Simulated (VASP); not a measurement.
Here is a VASP 6.6.1 calculation.

The input INCAR:

```
SYSTEM = Li7Cl8
PREC = Accurate ; ENCUT = 520
EDIFF = 1E-6 ; ISMEAR = 1
SIGMA = 0.15 ; LREAL = Auto
LASPH = .True. ; NELM = 80
ALGO = Normal ; ISIF = 2
LWAVE = .False. ; LCHARG = .True.
GGA = PE ; LELF = .True.
LVHAR = .True. ; NBANDS = 52
```

Contents of KPOINTS:

```
Automatic mesh
0
Gamma
  3 3 3
  0 0 0
```

The input POSCAR:

```
Li7Cl8
1.0
    0.0000000000      5.1028676200      5.1028676200
    5.1028676200      0.0000000000      5.1028676200
    5.1028676200      5.1028676200      0.0000000000
Li Cl
7 8
Direct
    0.0007119526     -0.4216609484     -0.0000511477
    0.0056776899      0.0048932290      0.4818532800
   -0.0046032940      0.4920621476      0.5178746926
    0.4825614112      0.0048847044      0.0050630355
    0.5004938772      0.0105687633      0.5000821479
    0.5186232913      0.4919161513     -0.0051796366
    0.5006816148      0.4954257465      0.4999714259
    0.2412832532      0.2645086254      0.2407288590
    0.2578822533      0.2499533782      0.7426153846
    0.2521798714      0.7425421904      0.2515517931
    0.2692730054      0.7556699070      0.7311934735
    0.7431119681      0.2498216875      0.2574370134
    0.7489448648      0.2457605396      0.7483918425
    0.7318375232      0.7555831911      0.2686900978
    0.7597950385      0.7459963267      0.7592433879
```

Potentials or basis: VASP PAW PBE potentials, release 64 (Li_sv, Cl).

Launch:

```sh
$ cat potpaw_PBE.64/Li_sv/POTCAR potpaw_PBE.64/Cl/POTCAR > POTCAR
$ mpirun -np 1 vasp_std > vasp.out
```

Estimate the band gap on the k mesh.

zero (an odd number of electrons rules out a gap without spin polarisation).

What does it give for the largest force?

0.275 eV/Å.

Forces on the atoms (eV/Å):
```
Li  -0.194 -0.001 -0.194
Li   0.031  0.020 -0.016
Li  -0.015 -0.019  0.031
Li  -0.015  0.020  0.030
Li  -0.020  0.000 -0.019
Li   0.032 -0.020 -0.015
Li   0.022 -0.001  0.022
Cl  -0.012  0.027 -0.012
Cl   0.050  0.000  0.023
Cl   0.049  0.022  0.048
Cl   0.048  0.001 -0.034
Cl   0.023 -0.001  0.050
Cl   0.048 -0.022  0.048
Cl  -0.034  0.000  0.048
Cl  -0.012 -0.026 -0.012
```

Caveat: an odd number of electrons without spin polarisation forces a metal; a magnetic or distorted state may lie lower.
